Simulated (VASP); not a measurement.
Set up this calculation in VASP 6.6.1, as the native input.

```yaml
Task: single point
Functional: PBE
Potentials_or_basis: VASP PAW PBE potentials, release 64 (Sb, Au)
Cutoff: 520 eV
k_mesh: 6 × 6 × 6
Occupations: gaussian, width 0.1 eV
Spin: no spin polarisation
Dipole_correction: no
Further_INCAR_settings: ALGO = Fast; EDIFF = 1e-06; NBANDS = 30
```

The structure of Sb2Au3 lies in POSCAR:

```
Sb2Au3
1.0
    4.3412689302      2.5064327855      2.1658875796
   -4.3412689302      2.5064327855      2.1658875796
    0.0000000000     -5.0128655709      2.1658875796
Sb Au
2 3
Direct
    0.7130951708      0.7130951708      0.7130951708
    0.2869048292      0.2869048292      0.2869048292
    0.0000000000      0.5000000000      0.0000000000
    0.0000000000      0.0000000000      0.5000000000
    0.5000000000      0.0000000000      0.0000000000
```

One way to write it, as run:

INCAR

```
SYSTEM = Sb2Au3
PREC     = Accurate       ! precision mode
ENCUT    = 520            ! plane-wave cutoff, eV
EDIFF    = 1E-6           ! SCF threshold, eV
ISMEAR   = 0              ! smearing method
SIGMA    = 0.1            ! smearing width, eV
LREAL    = .False.        ! projectors in reciprocal space
LASPH    = .True.         ! aspherical terms in the spheres
NELM     = 80             ! most SCF steps
ALGO     = Fast           ! electronic algorithm
ISIF     = 2              ! what is computed and relaxed
LWAVE    = .False.        ! write WAVECAR
LCHARG   = .False.        ! write CHGCAR
GGA      = PE             ! functional
NBANDS   = 30             ! bands
```

KPOINTS

```
regular mesh
0
Gamma
  6 6 6
  0 0 0
```

Potentials or basis: VASP PAW PBE potentials, release 64 (Sb, Au).

Command:

```console
$ cat potpaw_PBE.64/Sb/POTCAR potpaw_PBE.64/Au/POTCAR > POTCAR
$ mpirun -np 1 vasp_std > vasp.out
```

Results of the run:

```
Pressure      : -0.1 GPa
Largest force : 0.062 eV/Å
```

Wall time 81 s on 1 thread of Intel(R) Xeon(R) Platinum 8559C (Emerald Rapids), on a shared host, peak memory 0.32 GiB.
